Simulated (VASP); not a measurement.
A run of VASP 6.6.1:

File INCAR:

```
SYSTEM = TaN
PREC = Accurate
ENCUT = 1330
EDIFF = 1E-6
ISMEAR = -1
SIGMA = 0.05
LREAL = .FALSE.
LASPH = .TRUE.
NELM = 120
ALGO = Normal
ISIF = 2
LWAVE = .FALSE.
LCHARG = .FALSE.
NBANDS = 16
GGA_COMPAT = .FALSE.
```

KPOINTS

```
Automatic mesh
0
G
  10 10 9
  0 0 0
```

Contents of POSCAR:

```
TaN
1.0
    2.9380000000      0.0000000000      0.0000000000
   -1.4690000000      2.5443826363      0.0000000000
    0.0000000000      0.0000000000      2.8830000000
Ta N
1 1
Direct
    0.0000000000      0.0000000000      0.5000000000
    0.6666666667      0.3333333333      0.0000000000
```

Potentials or basis: VASP PAW LDA potentials, release 64 (Ta_sv_GW, N_h).

Launch:

```console
$ cat potpaw_LDA.64/Ta_sv_GW/POTCAR potpaw_LDA.64/N_h/POTCAR > POTCAR
$ mpirun -np 1 vasp_std > vasp.out
```

Hardware: 1 thread of Intel(R) Xeon(R) Platinum 8259CL CPU @ 2.50GHz (Skylake/Cascade Lake) (shared host).

Task: Estimate the wall time of this run.

Result: It took 56 s on 1 thread of Intel(R) Xeon(R) Platinum 8259CL CPU @ 2.50GHz (Skylake/Cascade Lake) (shared host), peak memory 0.27 GiB. Counts: scf iterations 13, k points 70.
